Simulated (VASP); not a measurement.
# P (Pmma) in VASP: notebook, part 2 of 2

VASP 6.6.1.

## 3. Relaxation of cell and atoms, PBE

INCAR reads:

```
ALGO = Normal ; EDIFF = 1E-7
EDIFFG = -0.04 ; ENCUT = 500
GGA = PE ; GGA_COMPAT = F
IBRION = 2 ; ISIF = 3
ISMEAR = 0 ; LASPH = T
LCHARG = F ; LREAL = F
LWAVE = F ; NELM = 120
NELMIN = 4 ; NSW = 90
PREC = Accurate ; SIGMA = 0.1
```

KPOINTS reads:

```
k-points
0
Gamma
  6 4 4
```

POSCAR reads:

```
P
1.0
    3.5174656700      0.0000000000      0.0000000000
    0.0000000000      5.4831858900      0.0000000000
    0.0000000000      0.0000000000      5.1073808500
P
6
Direct
    0.7500000000      0.3046198400      0.1196049900
    0.2500000000      0.6953801600      0.8803950100
    0.2500000000      0.3046198400      0.8803950100
    0.7500000000      0.6953801600      0.1196049900
    0.2500000000      0.0000000000      0.6189374900
    0.7500000000      0.0000000000      0.3810625100
```

Potentials or basis: VASP PAW PBE potentials, release 64 (P).

Command:

```bash
> cat potpaw_PBE.64/P/POTCAR > POTCAR
> mpirun -np 1 vasp_std > vasp.out
```

OUTCAR:

```text
EDIFF = 1E-7
   EDIFFG = -0.04
   ENCUT = 500
   GGA = PE
   IBRION = 2
   ISIF = 3
   ISMEAR = 0
   LASPH = T
   LREAL = F
   NELM = 120
   NELMIN = 4
   NSW = 90
   PREC = Accurate

 ion  position               nearest neighbor table
   1  0.750  0.305  0.120-   6 2.14   3 2.14   3 2.14   4 2.14
   2  0.250  0.695  0.880-   5 2.14   4 2.14   4 2.14   3 2.14
   3  0.250  0.305  0.880-   5 2.14   1 2.14   1 2.14   2 2.14
   4  0.750  0.695  0.120-   6 2.14   2 2.14   2 2.14   1 2.14
   5  0.250  0.000  0.619-   6 2.14   6 2.14   2 2.14   3 2.14
   6  0.750  0.000  0.381-   5 2.14   5 2.14   1 2.14   4 2.14

  LATTYP: Found a simple orthorhombic cell.
 ALAT       =     3.5174656700
 B/A-ratio  =     1.4520058841
 C/A-ratio  =     1.5588456020

  Lattice vectors:

 A1 = (  -3.5174656700,   0.0000000000,   0.0000000000)
 A2 = (   0.0000000000,   0.0000000000,   5.1073808500)
 A3 = (   0.0000000000,   5.4831858900,   0.0000000000)

Analysis of symmetry for initial positions (statically):
=====================================================================
 Subroutine PRICEL returns:
 Original cell was already a primitive cell.

 Routine SETGRP: Setting up the symmetry group for a
 simple orthorhombic supercell.

 Subroutine GETGRP returns: Found  8 space group operations
 (whereof  4 operations were pure point group operations)
 out of a pool of  8 trial point group operations.

The static configuration has the point symmetry C_2h.
 The point group associated with its full space group is D_2h.

Analysis of symmetry for dynamics (positions and initial velocities):
=====================================================================
 Subroutine PRICEL returns:
 Original cell was already a primitive cell.

 Routine SETGRP: Setting up the symmetry group for a
 simple orthorhombic supercell.

 Subroutine GETGRP returns: Found  8 space group operations
 (whereof  4 operations were pure point group operations)
 out of a pool of  8 trial point group operations.

The dynamic configuration has the point symmetry C_2h.
 The point group associated with its full space group is D_2h.

 Subroutine INISYM returns: Found  8 space group operations
 (whereof  4 operations are pure point group operations),
 and found     1 'primitive' translations

----------------------------------------------------------------------------------------

                                     Primitive cell

  volume of cell :      98.5056

  direct lattice vectors                    reciprocal lattice vectors
     3.517465670  0.000000000  0.000000000     0.284295596  0.000000000  0.000000000
     0.000000000  5.483185890  0.000000000     0.000000000  0.182375725  0.000000000
     0.000000000  0.000000000  5.107380850     0.000000000  0.000000000  0.195795072

  length of vectors
     3.517465670  5.483185890  5.107380850     0.284295596  0.182375725  0.195795072

  position of ions in fractional coordinates (direct lattice)
     0.750000000  0.304619840  0.119604990
     0.250000000  0.695380160  0.880395010
     0.250000000  0.304619840  0.880395010
     0.750000000  0.695380160  0.119604990
     0.250000000  0.000000000  0.618937490
     0.750000000  0.000000000  0.381062510

  ion indices of the primitive-cell ions
   primitive index   ion index
                 1           1
                 2           2
                 3           3
                 4           4
[... 22 lines left out ...]
     0.000000000  0.000000000  0.000000000

 Subroutine IBZKPT returns following result:
 ===========================================

 Found     36 irreducible k-points:

 Following reciprocal coordinates:
            Coordinates               Weight
  0.000000  0.000000  0.000000      1.000000
  0.166667  0.000000  0.000000      2.000000
  0.333333  0.000000  0.000000      2.000000
  0.500000  0.000000  0.000000      1.000000
  0.000000  0.250000  0.000000      2.000000
  0.166667  0.250000  0.000000      4.000000
[... 16 lines left out ...]
  0.333333  0.500000  0.250000      4.000000
  0.500000  0.500000  0.250000      2.000000
 [... further k-points ...]
   k-points           NKPTS =     36   k-points in BZ     NKDIM =     36   number of bands    NBANDS=     19
   number of dos      NEDOS =    301   number of ions     NIONS =      6
   total plane-waves  NPLWV =  44800
   dimension x,y,z NGX =    28 NGY =   40 NGZ =   40
   dimension x,y,z NGXF=    56 NGYF=   80 NGZF=   80
   ions per type =               6
   NGX,Y,Z   is equivalent  to a cutoff of  13.23, 12.13, 13.02 a.u.
   NGXF,Y,Z  is equivalent  to a cutoff of  26.47, 24.26, 26.04 a.u.
 SYSTEM =  unknown system
   PREC   = accura    normal or accurate (medium, high low for compatibility)
   ISTART =      0    job   : 0-new  1-cont  2-samecut
   ICHARG =      2    charge: 1-file 2-atom 10-const
   ISPIN  =      1    spin polarized calculation?
   LNONCOLLINEAR =      F non collinear calculations
   LSORBIT =      F    spin-orbit coupling
   LASPH  =      T    aspherical Exc in radial PAW
   ENCUT  =  500.0 eV  36.75 Ry    6.06 a.u.   6.41 10.00  9.31*2*pi/ulx,y,z
   NELM   =    120;   NELMIN=  4; NELMDL= -5     # of ELM steps
   EDIFF  = 0.1E-06   stopping-criterion for ELM
   LREAL  =      F    real-space projection
   EDIFFG = -.4E-01   stopping-criterion for IOM
   NSW    =     90    number of steps for IOM
   IBRION =      2    ionic relax: 0-MD 1-quasi-New 2-CG
   NFREE  =      1    steps in history (QN), initial steepest desc. (CG)
   ISIF   =      3    stress and relaxation
   ISYM   =      2    0-nonsym 1-usesym 2-fastsym
   POTIM  = 0.5000    time-step for ionic-motion
   TEBEG  =    0.0;   TEEND  =   0.0 temperature during run
   PSTRESS=    0.0 pullay stress
   NELECT =      30.0000    total number of electrons
   NUPDOWN=      -1.0000    fix difference up-down
   EMIN   =  10.00;   EMAX   =-10.00  energy-range for DOS
   EFERMI =   0.00;   METHOD = LEGACY
   ISMEAR =     0;   SIGMA  =   0.10  broadening in eV -4-tet -1-fermi 0-gaus
   EFERMI_NEDOS =   21; number of points for ismear=-14 and -15
   IALGO  =     38    algorithm
   IMIX   =      4    mixing-type and parameters
     AMIX     =   0.40;   BMIX     =  1.00
     AMIX_MAG =   1.60;   BMIX_MAG =  1.00
  volume/ion in A,a.u.               =      16.42       110.79
  Fermi-wavevector in a.u.,A,eV,Ry     =   1.101442  2.081423 16.506235  1.213174
  Thomas-Fermi vector in A             =   2.237869
   LORBIT       =      0    0 simple, 1 ext, 2 COOP (PROOUT), +10 PAW based schemes
   GGA     = PE    functional components
   LHFCALC =     F    Hartree Fock is set to
   AEXX    =    0.0000 exact exchange contribution
   IVDW    =     0    specifies the selected vdW correction
   LEPSILON=     F    determine dielectric tensor
   LRPA    =     F    only Hartree local field effects (RPA)
 conjugate gradient relaxation of ions
 non-spin polarized calculation
 Gauss-broadening in eV      SIGMA  =   0.10
  energy-cutoff  :      500.00
  volume of cell :       98.51
 maximum number of plane-waves:      2526
 NGX is ok and might be reduce to    28
   NGX = 13   NGY = 19   NGZ = 19

--------------------------------------- Ionic step        1  -------------------------------------------

 number of electron      29.9999998 magnetization

 Free energy of the ion-electron system (eV)
  ---------------------------------------------------
  ext. energy  EPLUGINS =         0.00000000
  ---------------------------------------------------
  free energy    TOTEN  =       -26.90767062 eV

  energy without entropy =      -26.88870367  energy(sigma->0) =      -26.89818715

------------------------ aborting loop because EDIFF is reached ----------------------------------------

  FORCE on cell =-STRESS in cart. coord.  units (eV):
  Direction    XX          YY          ZZ          XY          YZ          ZX
  --------------------------------------------------------------------------------------
  -------------------------------------------------------------------------------------
  Total       11.9341036     21.7673314      8.5418190      0.0000000      0.0000000      0.0000000
  in kB      194.1061546    354.0419236    138.9312258      0.0000000      0.0000000      0.0000000
  external PRESSURE =     229.0264346 kB  Pullay stress =       0.0000000 kB
[... 1176 lines left out ...]
     18       8.2893      0.00000
     19       9.3221      0.00000

 [... further k-points ...]

[... ionic steps 4 to 43 ...]

--------------------------------------- Ionic step       44  -------------------------------------------

 number of electron      29.9999986 magnetization

------------------------ aborting loop because EDIFF is reached ----------------------------------------
[... 75 lines left out ...]
--------------------------------------- Ionic step       46  -------------------------------------------

 number of electron      29.9999985 magnetization

 Free energy of the ion-electron system (eV)
  ---------------------------------------------------
  ext. energy  EPLUGINS =         0.00000000
  ---------------------------------------------------
  free energy    TOTEN  =       -31.65001622 eV

  energy without entropy =      -31.64704488  energy(sigma->0) =      -31.64853055

 E-fermi :   6.6801     XC(G=0):  -9.8947

 val. band max:        6.5989944240   @ k =   0.5000   0.2500   0.2500
 cond. band min:       6.8320269465   @ k =   0.0000   0.5000   0.0000
 fundamental gap:      0.2330325225
 Fermi energy:         6.6800778622
[... 561 lines left out ...]
  FREE ENERGIE OF THE ION-ELECTRON SYSTEM (eV)
  ---------------------------------------------------
  free  energy   TOTEN  =       -31.6500162207 eV

  energy  without entropy=      -31.6470448775  energy(sigma->0) =      -31.64853055

 reached required accuracy - stopping structural energy minimisation
```

OSZICAR:

```text
N       E                     dE             d eps       ncg     rms          rms(c)
DAV:   1     0.129593193076E+03    0.12959E+03   -0.13130E+04  1368   0.134E+03
DAV:   2    -0.180311442296E+02   -0.14762E+03   -0.14381E+03  1768   0.220E+02
DAV:   3    -0.271075181427E+02   -0.90764E+01   -0.85279E+01  1875   0.535E+01
[... 518 lines left out ...]
DAV:   4    -0.316500142112E+02    0.17082E-04   -0.56182E-05  1680   0.378E-02    0.117E-02
DAV:   5    -0.316500156302E+02   -0.14191E-05   -0.35594E-06  1629   0.117E-02    0.440E-03
DAV:   6    -0.316500160197E+02   -0.38947E-06   -0.41071E-07  1610   0.367E-03    0.179E-03
DAV:   7    -0.316500162120E+02   -0.19228E-06   -0.29139E-08   795   0.110E-03    0.312E-04
DAV:   8    -0.316500162207E+02   -0.87687E-08   -0.88278E-09   765   0.585E-04
  46 F= -.31650016E+02 E0= -.31648531E+02  d E =-.370500E-03
```

Run time: 47 min. Hardware: 1 thread of Intel Xeon 8259CL, shared host; peak memory 0.23 GiB.

What came out:

```yaml
Free_energy: -31.6500 eV
Relaxed_volume: 18.75 Å³/atom
Relaxed_cell: a = 3.360 Å, b = 8.368 Å, c = 4.002 Å, α = 90.00°, β = 90.00°, γ = 90.00°
Space_group_after_relaxing_to_0.1_Å: Pmma (No. 51)
Energy_gained_by_relaxing: 790.4 meV/atom
Ionic_steps: 46
Pressure_after_relaxing: 0.0 GPa
Largest_force_after_relaxing: 0.034 eV/Å
Band_gap_on_the_k_mesh: zero (bands 15 and 16 overlap by 1.68 eV)
```

Forces in eV/Å, atoms in the order of the input:
```
P    0.000  0.011  0.032
P    0.000 -0.011 -0.032
P    0.000  0.011 -0.032
P    0.000 -0.011  0.032
P    0.000  0.000  0.011
P    0.000  0.000 -0.011
```

Step by step:
```
step  energy change (eV)  largest force (eV/Å)  pressure (GPa)  volume (Å³)
   1              0.0000                0.3389           22.90        98.51
   3             -2.3119                0.4653           -0.87       133.03
   5             -2.8154                1.9448            2.15       128.57
   7             -2.8820                1.6876            1.33       129.29
   9             -3.2033                2.5702            3.75       128.17
  11             -3.2514                2.8577            5.06       127.54
  13             -3.6061                1.6321            1.65       130.76
  15             -3.6862                1.5062            1.11       130.85
  17             -3.8351                0.4988           -1.88       132.44
  19             -3.9393                0.4896           -1.31       128.42
  21             -4.0678                0.3740            3.56       111.31
  23             -4.1422                0.4503            1.51       115.85
  25             -4.3511                0.1848            2.66       109.27
  27             -4.5922                0.3606           -1.02       115.18
  29             -4.6179                0.3725           -2.26       117.32
  31             -4.6525                0.4144           -0.77       115.89
  33             -4.6983                0.1403            1.32       112.03
  35             -4.7114                0.1623            0.07       113.05
  37             -4.7292                0.1095           -0.69       114.50
  39             -4.7350                0.1863            0.15       113.39
  41             -4.7401                0.0721            0.14       112.80
  43             -4.7414                0.0333           -0.22       113.02
  45             -4.7420                0.0456           -0.07       112.76
  46             -4.7423                0.0336           -0.01       112.53
```

Final structure:
```xyz
6
Lattice="3.3598 0.0000 0.0000 0.0000 8.3682 0.0000 0.0000 0.0000 4.0023" Properties=species:S:1:pos:R:3 pbc="T T T"
P     2.5199    2.3838    0.7159
P     0.8400    5.9845    3.2864
P     0.8400    2.3838    3.2864
P     2.5199    5.9845    0.7159
P     0.8400    0.0000    2.7723
P     2.5199    0.0000    1.2300
```

Caveat: a cell axis changed by over 15 % at a fixed basis, so the end point is rough; this functional lacks dispersion, which binds layers or chains, so the pressure and a relaxed spacing across them are unreliable.

The gap in the log of VASP goes by the Fermi energy; the results here count the filled bands.